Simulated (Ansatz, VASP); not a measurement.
# One calculation of AlN, two programs

Contents of INCAR:

```
PREC = Accurate
ENCUT = 520
EDIFF = 1E-6
ISMEAR = 0
SIGMA = 0.05
LREAL = False
LASPH = True
NELM = 80
ALGO = Normal
ISIF = 2
LWAVE = False
LCHARG = False
GGA = PS
NBANDS = 16
```

Contents of KPOINTS:

```
regular mesh
0
Gamma
  12 12 6
```

POSCAR

```
AlN
1.0
    3.3121157418      0.2172747927      0.0000000000
   -1.4678923809      2.7597389764      0.0000000000
    0.0000000000      0.0000000000      4.1875630000
Al N
2 2
Direct
    0.3333333333      0.6666666667      0.7500000000
    0.6666666667      0.3333333333      0.2500000000
    0.3333333333      0.6666666667      0.2500000000
    0.6666666667      0.3333333333      0.7500000000
```

Input for Ansatz:

```yaml
crystal:
  lattice:
    - [3.3121157418, 0.2172747927, 0.0]
    - [-1.4678923809, 2.7597389764, 0.0]
    - [0.0, 0.0, 4.187563]
  atoms:
    - { symbol: Al, position: [0.3333333333, 0.6666666667, 0.75] }
    - { symbol: Al, position: [0.6666666667, 0.3333333333, 0.25] }
    - { symbol: "N", position: [0.3333333333, 0.6666666667, 0.25] }
    - { symbol: "N", position: [0.6666666667, 0.3333333333, 0.75] }
basis:
  ecutwfc: 420
kpoints:
  mp_grid: { grid: [12, 12, 6] }
hamiltonian:
  xc: pbesol
scf:
  occupations: { method: gaussian, width: 0.05 }
output:
  forces: true
  stress: true
  eigenvalues: true
  write_density: true
  write_potential: true
  elf: true
  volumetric_format: npy
```

Change from the starting cell: strain +0.1312 x Voigt [0, 0, 0, 0, 0, 1], atoms carried along.

Alike in both runs: task single point; functional PBEsol; k mesh 12 × 12 × 6; occupations gaussian, width 0.05 eV; no spin polarisation.

|  | VASP | Ansatz |
| --- | --- | --- |
| version | VASP 6.6.1 | Ansatz 0.2.0 |
| potentials or method | VASP PAW PBE potentials, release 64 (Al, N), cutoff 520 eV | scalar-relativistic, plane waves, PAW |
| valence electrons in the cell | 16 | 16 |

```csv
,VASP,Ansatz,Ansatz less VASP
gap on the k mesh at the Fermi level (eV),2.95,2.96,+0.013
least direct gap on the mesh (eV),3.08,3.07,-0.013
pressure (GPa),-0.4,-0.3,+0.02
"traceless stress, the component that is largest in VASP (GPa)",-22.10,-21.84,+0.263
rms of the force components (eV/Å),0.999,0.984,-0.0151
```

VASP's potentials were made for PBE, not for PBEsol. Atom by atom the forces differ by 0.015 eV/Å (rms over components).
